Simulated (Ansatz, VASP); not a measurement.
# Two plane-wave programs on InSb

```xyz
2
Lattice="0.0000 3.3438 3.3438 3.3438 0.0000 3.3438 3.3438 3.3438 0.0000" Properties=species:S:1:pos:R:3 pbc="T T T"
In    0.0000    0.0000    0.0000
Sb    1.6719    1.6719    1.6719
```

Alike in both runs: task single point; functional r2SCAN; k mesh 6 × 6 × 6; occupations fermi-dirac, width 0.02 eV; no spin polarisation.

```csv
,VASP,Ansatz
version,VASP 6.6.1,Ansatz 0.2.0
potentials or method,"VASP PAW PBE potentials, release 64 (In_d, Sb)","plane waves, PAW"
plane-wave cutoff (eV),520,500
valence electrons in the cell,18,28
```

```csv
,VASP,Ansatz,Ansatz less VASP
pressure (GPa),-2.2,-2.2,0.00
```

VASP's potentials were made for PBE, not for r2SCAN. The functional is the same, so the differences come from potentials, cutoffs and numerics. VASP's potentials hold 18 valence electrons a cell and Ansatz's 28, so a difference there can come from the potentials and not from the codes.

Neither program's run includes spin-orbit coupling.
